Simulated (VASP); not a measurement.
# Co (P6_3/mmc) in VASP: further runs

Runs on Co. Level: PBE. Tasks: single point.

Program: VASP 6.6.1. These are calculated values, not measurements. Logs are shortened: lines on timing, memory, paths and dates and some standing lists are left out, and cuts for length are marked.

**1. The cell of the first run**

It takes space group P6_3/mmc (No. 194, hexagonal). Conventional cell: a = 2.536 Å, b = 2.536 Å, c = 4.118 Å, α = 90.00°, β = 90.00°, γ = 120.00°. Within 3.3 Å of Co (site symmetry -6m2) lie 12 Co at 2.53 to 2.54 Å.

**2. Single point, PBE, collinear spin, ferromagnetic start (11.47 Å³/atom)**

INCAR reads:

```
PREC = Accurate
ENCUT = 520
EDIFF = 1E-6
ISMEAR = -1
SIGMA = 0.08
LREAL = False
LASPH = True
NELM = 150
ALGO = Normal
ISIF = 2
LWAVE = False
LCHARG = False
ISPIN = 2
MAGMOM = 2 2
LORBIT = 11
LMAXMIX = 4
GGA = PE
NBANDS = 20
```

KPOINTS reads:

```
Automatic mesh
0
Gamma
  19 19 10
```

POSCAR reads:

```
Co
1.0
    2.5356834805      0.0000000000      0.0000000000
   -1.2678417403      2.1959663102      0.0000000000
    0.0000000000      0.0000000000      4.1180935048
Co
2
Direct
    0.3333333333      0.6666666667      0.2500000000
    0.6666666667      0.3333333333      0.7500000000
```

Potentials or basis: VASP PAW PBE potentials, release 64 (Co).

On the command line:

```sh
> cat potpaw_PBE.64/Co/POTCAR > POTCAR
> mpirun -np 1 vasp_std > vasp.out
```

OUTCAR:

```text
PREC = Accurate
   ENCUT = 520
   EDIFF = 1E-6
   ISMEAR = -1
   LREAL = False
   LASPH = True
   NELM = 150
   ISIF = 2
   ISPIN = 2
   LORBIT = 11
   GGA = PE

 ion  position               nearest neighbor table
   1  0.333  0.667  0.250-   2 2.53   2 2.53   2 2.53   2 2.53   2 2.53   2 2.53
   2  0.667  0.333  0.750-   1 2.53   1 2.53   1 2.53   1 2.53   1 2.53   1 2.53

  LATTYP: Found a hexagonal cell.
 ALAT       =     2.5356834805
 C/A-ratio  =     1.6240566050

  Lattice vectors:

 A1 = (   2.5356834805,   0.0000000000,   0.0000000000)
 A2 = (  -1.2678417403,   2.1959663102,   0.0000000000)
 A3 = (   0.0000000000,   0.0000000000,   4.1180935048)

Analysis of symmetry for initial positions (statically):
=====================================================================
 Subroutine PRICEL returns:
 Original cell was already a primitive cell.

 Routine SETGRP: Setting up the symmetry group for a
 hexagonal supercell.

 Subroutine GETGRP returns: Found 24 space group operations
 (whereof 12 operations were pure point group operations)
 out of a pool of 24 trial point group operations.

The static configuration has the point symmetry D_3d.
 The point group associated with its full space group is D_6h.

Analysis of symmetry for dynamics (positions and initial velocities):
=====================================================================
 Subroutine PRICEL returns:
 Original cell was already a primitive cell.

 Routine SETGRP: Setting up the symmetry group for a
 hexagonal supercell.

 Subroutine GETGRP returns: Found 24 space group operations
 (whereof 12 operations were pure point group operations)
 out of a pool of 24 trial point group operations.

The dynamic configuration has the point symmetry D_3d.
 The point group associated with its full space group is D_6h.

Analysis of structural, dynamic, and magnetic symmetry:
=====================================================================
 Subroutine PRICEL returns:
 Original cell was already a primitive cell.

 Routine SETGRP: Setting up the symmetry group for a
 hexagonal supercell.

 Subroutine GETGRP returns: Found 24 space group operations
 (whereof 12 operations were pure point group operations)
 out of a pool of 24 trial point group operations.

The overall configuration has the point symmetry D_3d.
 The point group associated with its full space group is D_6h.

 Subroutine INISYM returns: Found 24 space group operations
 (whereof 12 operations are pure point group operations),
 and found     1 'primitive' translations

----------------------------------------------------------------------------------------

                                     Primitive cell

  volume of cell :      22.9307

  direct lattice vectors                    reciprocal lattice vectors
     2.535683480  0.000000000  0.000000000     0.394370988  0.227690196  0.000000000
    -1.267841740  2.195966310  0.000000000     0.000000000  0.455380392  0.000000000
     0.000000000  0.000000000  4.118093505     0.000000000  0.000000000  0.242830815

  length of vectors
     2.535683480  2.535683481  4.118093505     0.455380392  0.455380392  0.242830815

  position of ions in fractional coordinates (direct lattice)
     0.333333333  0.666666667  0.250000000
     0.666666667  0.333333333  0.750000000

  ion indices of the primitive-cell ions
   primitive index   ion index
                 1           1
                 2           2

----------------------------------------------------------------------------------------

 KPOINTS: Automatic mesh

Automatic generation of k-mesh.
 Grid dimensions read from file:
 generate k-points for:   19   19   10

 Generating k-lattice:

  Cartesian coordinates                     Fractional coordinates (reciprocal lattice)
     0.020756368  0.011983695  0.000000000     0.052631579  0.000000000  0.000000000
     0.000000000  0.023967389  0.000000000     0.000000000  0.052631579  0.000000000
     0.000000000  0.000000000  0.024283081     0.000000000  0.000000000  0.100000000

  Length of vectors
     0.023967389  0.023967389  0.024283081

  Shift w.r.t. Gamma in fractional coordinates (k-lattice)
     0.000000000  0.000000000  0.000000000

 Subroutine IBZKPT returns following result:
 ===========================================

 Found    240 irreducible k-points:

 Following reciprocal coordinates:
            Coordinates               Weight
  0.000000  0.000000  0.000000      1.000000
  0.052632  0.000000  0.000000      6.000000
  0.105263  0.000000  0.000000      6.000000
  0.157895  0.000000  0.000000      6.000000
  0.210526  0.000000  0.000000      6.000000
  0.263158  0.000000  0.000000      6.000000
[... 16 lines left out ...]
  0.263158  0.105263  0.000000     12.000000
  0.315789  0.105263  0.000000     12.000000
 [... further k-points ...]
   k-points           NKPTS =    240   k-points in BZ     NKDIM =    240   number of bands    NBANDS=     20
   number of dos      NEDOS =    301   number of ions     NIONS =      2
   total plane-waves  NPLWV =  12800
   dimension x,y,z NGX =    20 NGY =   20 NGZ =   32
   dimension x,y,z NGXF=    40 NGYF=   40 NGZF=   64
   ions per type =               2
   NGX,Y,Z   is equivalent  to a cutoff of  13.11, 13.11, 12.92 a.u.
   NGXF,Y,Z  is equivalent  to a cutoff of  26.23, 26.23, 25.84 a.u.
 SYSTEM =  unknown system
   PREC   = accura    normal or accurate (medium, high low for compatibility)
   ISTART =      0    job   : 0-new  1-cont  2-samecut
   ICHARG =      2    charge: 1-file 2-atom 10-const
   ISPIN  =      2    spin polarized calculation?
   LNONCOLLINEAR =      F non collinear calculations
   LSORBIT =      F    spin-orbit coupling
   LASPH  =      T    aspherical Exc in radial PAW
   ENCUT  =  520.0 eV  38.22 Ry    6.18 a.u.   4.71  4.71  7.66*2*pi/ulx,y,z
   NELM   =    150;   NELMIN=  2; NELMDL= -5     # of ELM steps
   EDIFF  = 0.1E-05   stopping-criterion for ELM
   LREAL  =      F    real-space projection
   EDIFFG = 0.1E-04   stopping-criterion for IOM
   NSW    =      0    number of steps for IOM
   IBRION =     -1    ionic relax: 0-MD 1-quasi-New 2-CG
   NFREE  =      0    steps in history (QN), initial steepest desc. (CG)
   ISIF   =      2    stress and relaxation
   ISYM   =      2    0-nonsym 1-usesym 2-fastsym
   POTIM  = 0.5000    time-step for ionic-motion
   TEBEG  =    0.0;   TEEND  =   0.0 temperature during run
   PSTRESS=    0.0 pullay stress
   NELECT =      18.0000    total number of electrons
   NUPDOWN=      -1.0000    fix difference up-down
   EMIN   =  10.00;   EMAX   =-10.00  energy-range for DOS
   EFERMI =   0.00;   METHOD = LEGACY
   ISMEAR =    -1;   SIGMA  =   0.08  broadening in eV -4-tet -1-fermi 0-gaus
   EFERMI_NEDOS =   21; number of points for ismear=-14 and -15
   IALGO  =     38    algorithm
   IMIX   =      4    mixing-type and parameters
     AMIX     =   0.40;   BMIX     =  1.00
     AMIX_MAG =   1.60;   BMIX_MAG =  1.00
  volume/ion in A,a.u.               =      11.47        77.37
  Fermi-wavevector in a.u.,A,eV,Ry     =   1.510173  2.853813 31.029752  2.280622
  Thomas-Fermi vector in A             =   2.620398
   LORBIT       =     11    0 simple, 1 ext, 2 COOP (PROOUT), +10 PAW based schemes
   GGA     = PE    functional components
   LHFCALC =     F    Hartree Fock is set to
   AEXX    =    0.0000 exact exchange contribution
   IVDW    =     0    specifies the selected vdW correction
   LEPSILON=     F    determine dielectric tensor
   LRPA    =     F    only Hartree local field effects (RPA)
 spin polarized calculation
  energy-cutoff  :      520.00
  volume of cell :       22.93
 maximum number of plane-waves:       640
 NGX is ok and might be reduce to    20
   NGX =  9   NGY =  9   NGZ = 15

 number of electron      18.0000006 magnetization       3.2967152

 Free energy of the ion-electron system (eV)
  ---------------------------------------------------
  ext. energy  EPLUGINS =         0.00000000
  ---------------------------------------------------
  free energy    TOTEN  =       -14.04529824 eV

  energy without entropy =      -14.00395043  energy(sigma->0) =      -14.02462433

 E-fermi :   9.5010     XC(G=0): -13.0828

 val. band max:        9.5000016504   @ k =   0.1053   0.1053   0.0000
 cond. band min:       9.5041886298   @ k =   0.2105   0.0526   0.2000
 fundamental gap:      0.0041869794
 Fermi energy:         9.5010498468

 spin component 1

 k-point     1 :       0.0000    0.0000    0.0000
  band No.  band energies     occupation
      1       0.9100      1.00000
      2       4.6102      1.00000
      3       6.9341      1.00000
      4       6.9737      1.00000
      5       6.9737      1.00000
      6       7.2524      1.00000
[... 12 lines left out ...]
     19      34.5235      0.00000
     20      34.5235      0.00000
[... 507 lines left out ...]
 k-point    24 :       0.3158    0.1053    0.0000
  band No.  band energies     occupation
      1       4.5825      1.00000
      2       5.3561      1.00000
      3       5.5114      1.00000
      4       6.3961      1.00000
      5       6.8129      1.00000
      6       7.1656      1.00000
[... 12 lines left out ...]
     19      31.8546      0.00000
     20      33.4771      0.00000

 [... further k-points ...]

 spin component 2

 k-point     1 :       0.0000    0.0000    0.0000
  band No.  band energies     occupation
      1       0.8941      1.00000
      2       5.5675      1.00000
      3       8.5929      0.99999
      4       8.6497      0.99998
      5       8.6497      0.99998
      6       8.9804      0.99851
[... 12 lines left out ...]
     19      34.8038      0.00000
     20      34.8038      0.00000
[... 507 lines left out ...]
 k-point    24 :       0.3158    0.1053    0.0000
  band No.  band energies     occupation
      1       4.9169      1.00000
      2       6.6535      1.00000
      3       6.7609      1.00000
      4       7.5073      1.00000
      5       8.4523      1.00000
      6       8.7643      0.99990
[... 12 lines left out ...]
     19      32.1795      0.00000
     20      33.8061      0.00000

 [... further k-points ...]

------------------------ aborting loop because EDIFF is reached ----------------------------------------

  FORCE on cell =-STRESS in cart. coord.  units (eV):
  Direction    XX          YY          ZZ          XY          YZ          ZX
  --------------------------------------------------------------------------------------
  -------------------------------------------------------------------------------------
  Total       -1.4571269     -1.4571269     -1.5905582      0.0000000     -0.0000000      0.0000000
  in kB     -101.8101399   -101.8101399   -111.1330501      0.0000000     -0.0000000      0.0000000
  external PRESSURE =    -104.9177766 kB  Pullay stress =       0.0000000 kB

 VOLUME and BASIS-vectors are now :
 -----------------------------------------------------------------------------
  energy-cutoff  :      520.00
  volume of cell :       22.93
      direct lattice vectors                 reciprocal lattice vectors
     2.535683480  0.000000000  0.000000000     0.394370988  0.227690196  0.000000000
    -1.267841740  2.195966310  0.000000000     0.000000000  0.455380392  0.000000000
     0.000000000  0.000000000  4.118093505     0.000000000  0.000000000  0.242830815

 POSITION                                       TOTAL-FORCE (eV/Angst)
 -----------------------------------------------------------------------------------
     -0.00000      1.46398      1.02952        -0.000000     -0.000000      0.000000
      1.26784      0.73199      3.08857         0.000000      0.000000      0.000000
 -----------------------------------------------------------------------------------
    total drift:                                0.000000     -0.000000     -0.000000

  FREE ENERGIE OF THE ION-ELECTRON SYSTEM (eV)
  ---------------------------------------------------
  free  energy   TOTEN  =       -14.0452982363 eV

  energy  without entropy=      -14.0039504259  energy(sigma->0) =      -14.02462433

 total charge

# of ion       s       p       d       tot
------------------------------------------
    1        0.467   0.475   7.229   8.171
    2        0.467   0.475   7.229   8.171
--------------------------------------------------
tot          0.933   0.951  14.457  16.341

 magnetization (x)

# of ion       s       p       d       tot
------------------------------------------
    1       -0.014  -0.053   1.746   1.679
    2       -0.014  -0.053   1.746   1.679
--------------------------------------------------
tot         -0.028  -0.105   3.492   3.359
```

Run time: 71 s. Hardware: 1 thread of Intel Xeon 6975P-C (Granite Rapids), shared host; peak memory 0.26 GiB.

What came out:

| Item | Value |
| --- | --- |
| Free energy | -14.0453 eV |
| Pressure | -10.5 GPa |
| Net moment | 3.30 μB per cell |
| Site moments | Co +1.68 μB |
| Valence electrons inside the program's atomic spheres | Co 8.17 |

Caveat: the cell stands under tension.

**3. Single point, PBE, collinear spin, ferromagnetic start (11.91 Å³/atom)**

This run uses another cell than the first one, of 11.91 Å³/atom.

INCAR reads:

```
SYSTEM = Co
ALGO = Normal
EDIFF = 1E-6
ENCUT = 520
GGA = PE
ISIF = 2
ISMEAR = -1
ISPIN = 2
LASPH = .True.
LCHARG = .True.
LELF = .True.
LMAXMIX = 4
LORBIT = 11
LREAL = .False.
LVHAR = .True.
LWAVE = .False.
MAGMOM = 2 2
NBANDS = 20
NELM = 150
PREC = Accurate
SIGMA = 0.08
```

KPOINTS reads:

```
k-points
0
Gamma
  19 19 10
  0 0 0
```

POSCAR reads:

```
Co
1.0
    2.5684055861      0.0000000000      0.0000000000
   -1.2842027931      2.2243044849      0.0000000000
    0.0000000000      0.0000000000      4.1712360565
Co
2
Direct
    0.3333333333      0.6666666667      0.2500000000
    0.6666666667      0.3333333333      0.7500000000
```

Potentials or basis: VASP PAW PBE potentials, release 64 (Co).

On the command line:

```sh
> cat potpaw_PBE.64/Co/POTCAR > POTCAR
> mpirun -np 1 vasp_std > vasp.out
```

It took 73 s on 1 thread of Intel Xeon 6975P-C (Granite Rapids), shared host; peak memory 0.26 GiB.

Results (log left out):

```
Free energy                                           : -13.9707 eV
Pressure                                              : -16.0 GPa
Net moment                                            : 3.35 μB per cell
Site moments                                          : Co +1.71 μB
Valence electrons inside the program's atomic spheres : Co 8.11
```

Stress tensor (GPa, compression positive):
```
-15.83   0.00   0.00
  0.00 -15.83   0.00
  0.00   0.00 -16.41
```

Levels at points of the mesh, in eV from the Fermi level:
Spin up:
| k point | band 7 | band 8 | band 9 | band 10 | band 11 | band 12 | band 13 | band 14 | band 15 | band 16 |
| --- | --- | --- | --- | --- | --- | --- | --- | --- | --- | --- |
| (0.00, 0.00, 0.00) | -2.23 | -1.93 | -1.93 | -1.00 | -1.00 | -0.06 | 5.49 | 21.22 | 22.94 | 22.94 |
| (0.00, 0.00, 0.50) | -2.55 | -2.55 | -1.26 | -1.26 | -1.26 | -1.26 | 13.86 | 13.86 | 21.89 | 21.89 |
Spin down:
```csv
k point,band 4,band 5,band 6,band 7,band 8,band 9,band 10,band 11
"(0.00, 0.00, 0.00)",-0.79,-0.79,-0.48,-0.48,-0.16,-0.09,-0.09,0.96
"(0.00, 0.00, 0.50)",-1.33,-0.84,-0.84,-0.84,-0.84,0.66,0.66,0.66
```

Caveat: the cell stands under tension.

**4. Single point, PBE, collinear spin, ferromagnetic start (10.57 Å³/atom)**

This run uses another cell than the first one, of 10.57 Å³/atom.

INCAR reads:

```
PREC = Accurate
ENCUT = 520
EDIFF = 1E-6
ISMEAR = -1
SIGMA = 0.08
LREAL = False
LASPH = True
NELM = 150
ALGO = Normal
ISIF = 2
LWAVE = False
LCHARG = False
ISPIN = 2
MAGMOM = 2 2
LORBIT = 11
LMAXMIX = 4
GGA = PE
NBANDS = 20
```

KPOINTS reads:

```
Automatic mesh
0
Gamma
  19 19 10
```

POSCAR reads:

```
Co
1.0
    2.4680156958      0.0000000000      0.0000000000
   -1.2340078479      2.1373642896      0.0000000000
    0.0000000000      0.0000000000      4.0081971921
Co
2
Direct
    0.3333333333      0.6666666667      0.2500000000
    0.6666666667      0.3333333333      0.7500000000
```

On the command line:

```sh
> cat potpaw_PBE.64/Co/POTCAR > POTCAR
> mpirun -np 1 vasp_std > vasp.out
```

Run time: 65 s. Hardware: 1 thread of Intel Xeon 6975P-C (Granite Rapids), shared host; peak memory 0.24 GiB.

The run converged. Its results:

```yaml
Free_energy: -14.0807 eV
Pressure: 5.3 GPa
Net_moment: 3.16 μB per cell
Site_moments: Co +1.60 μB
Valence_electrons_inside_the_program's_atomic_spheres: Co 8.32
```

Stress tensor (GPa, compression positive):
```
5.82 0.00 0.00
0.00 5.82 0.00
0.00 0.00 4.35
```

Levels at points of the mesh, in eV from the Fermi level:
Spin up:
```csv
k point,band 8,band 9,band 10,band 11,band 12,band 13,band 14,band 15
"(0.00, 0.00, 0.00)",-1.92,-1.92,-0.79,-0.79,-0.13,6.53,22.26,25.12
"(0.00, 0.00, 0.50)",-2.68,-1.11,-1.11,-1.11,-1.11,15.22,15.22,23.00
```
Spin down:
```tsv
k point	band 3	band 4	band 5	band 6	band 7	band 8	band 9	band 10	band 11	band 12
(0.00, 0.00, 0.00)	-1.06	-1.00	-1.00	-0.63	-0.63	-0.19	-0.17	-0.17	1.07	1.07
(0.00, 0.00, 0.50)	-1.62	-1.62	-1.07	-1.07	-1.07	-1.07	0.72	0.72	0.72	0.72
```

Caveat: the cell stands under pressure.

**5. Single point, PBE, collinear spin, ferromagnetic start (11.02 Å³/atom)**

This run uses another cell than the first one, of 11.02 Å³/atom.

INCAR reads:

```
PREC = Accurate
ENCUT = 520
EDIFF = 1E-7
ISMEAR = -1
SIGMA = 0.08
LREAL = False
LASPH = True
NELM = 150
ALGO = Normal
ISIF = 2
LWAVE = False
LCHARG = True
ISPIN = 2
MAGMOM = 2 2
LORBIT = 11
LMAXMIX = 4
GGA = PE
LELF = True
LVHAR = True
NBANDS = 20
```

KPOINTS is that of step 4.

POSCAR reads:

```
Co
1.0
    2.5020943139      0.0000000000      0.0000000000
   -1.2510471570      2.1668772385      0.0000000000
    0.0000000000      0.0000000000      4.0635427969
Co
2
Direct
    0.3333333333      0.6666666667      0.2500000000
    0.6666666667      0.3333333333      0.7500000000
```

On the command line:

```sh
> cat potpaw_PBE.64/Co/POTCAR > POTCAR
> mpirun -np 1 vasp_std > vasp.out
```

Wall time 91 s (1 thread of Intel Xeon 6975P-C (Granite Rapids), shared host); peak memory 0.24 GiB.

The run converged. Its results:

```yaml
Free_energy: -14.0849 eV
Pressure: -3.5 GPa
Net_moment: 3.24 μB per cell
Site_moments: Co +1.64 μB
Valence_electrons_inside_the_program's_atomic_spheres: Co 8.24
```

Stress tensor (GPa, compression positive):
```
-3.04  0.00  0.00
 0.00 -3.04  0.00
 0.00  0.00 -4.29
```

Levels at points of the mesh, in eV from the Fermi level:
Spin up:
```csv
k point,band 9,band 10,band 11,band 12,band 13,band 14
"(0.00, 0.00, 0.00)",-1.92,-0.86,-0.86,-0.11,6.16,21.90
"(0.00, 0.00, 0.50)",-1.16,-1.16,-1.16,-1.16,14.74,14.74
```
Spin down:
| k point | band 4 | band 5 | band 6 | band 7 | band 8 | band 9 | band 10 | band 11 |
| --- | --- | --- | --- | --- | --- | --- | --- | --- |
| (0.00, 0.00, 0.00) | -0.92 | -0.92 | -0.57 | -0.57 | -0.18 | -0.14 | -0.14 | 1.04 |
| (0.00, 0.00, 0.50) | -1.51 | -0.98 | -0.98 | -0.98 | -0.98 | 0.71 | 0.71 | 0.71 |

Caveat: the cell stands under tension.

**6. Summary**

```tsv
cell	gap on the mesh (eV)	pressure (GPa)	moment (μB)
a = 2.536, b = 2.536, c = 4.118 Å, angles 90.0, 90.0, 120.0°, 2 atoms	none	-10.5	3.30
a = 2.568, b = 2.568, c = 4.171 Å, angles 90.0, 90.0, 120.0°, 2 atoms	none	-16.0	3.35
a = 2.468, b = 2.468, c = 4.008 Å, angles 90.0, 90.0, 120.0°, 2 atoms	none	5.3	3.16
a = 2.502, b = 2.502, c = 4.064 Å, angles 90.0, 90.0, 120.0°, 2 atoms	none	-3.5	3.24
```

Alike in all rows: task single point; level PBE; potentials or basis VASP PAW PBE potentials, release 64 (Co); spin collinear, ferromagnetic start; k mesh 19 × 19 × 10; cutoff (eV) 520; smearing fermi-dirac 0.08 eV.

Caveats: the cell stands under tension (at least some runs); the cell stands under pressure (at least some runs).

Total energies depend on the potentials used, so only differences within one code and one set of settings carry meaning.
